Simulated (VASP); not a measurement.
HfB2, 3 atoms in the cell. Symmetry: P6/mmm, No. 191, hexagonal system. Conventional cell: a = 3.119 Å, b = 3.119 Å, c = 3.457 Å, α = 90.00°, β = 90.00°, γ = 120.00°. Hf (site symmetry 6/mmm) has 12 B at 2.50 Å and 6 Hf at 3.12 Å within 3.3 Å. Within 2.4 Å of B (site symmetry -6m2) lie 3 B at 1.80 Å. 

- Program: VASP 6.6.1
- Task: single point
- Functional: PBEsol
- Potentials or basis: VASP PAW PBE potentials, release 64 (Hf_pv, B)
- Cutoff: 520 eV
- k mesh: 10 × 10 × 8
- Occupations: fermi-dirac, width 0.05 eV
- Spin: no spin polarisation
- Dipole correction: no
- Further INCAR settings: ALGO = Normal; EDIFF = 1e-06; NBANDS = 15

Potentials or basis: VASP PAW PBE potentials, release 64 (Hf_pv, B).

Launch:

```bash
$ cat potpaw_PBE.64/Hf_pv/POTCAR potpaw_PBE.64/B/POTCAR > POTCAR
$ mpirun -np 1 vasp_std > vasp.out
```

Hardware: 1 thread of Intel Xeon 6975P-C, with other jobs on the host.

**Question.** How long does it take, and how much memory?

**Answer.** Run time: 13 s on 1 thread of Intel Xeon 6975P-C, on a shared host, peak memory 0.16 GiB. Counts: scf iterations 13, k points 70.
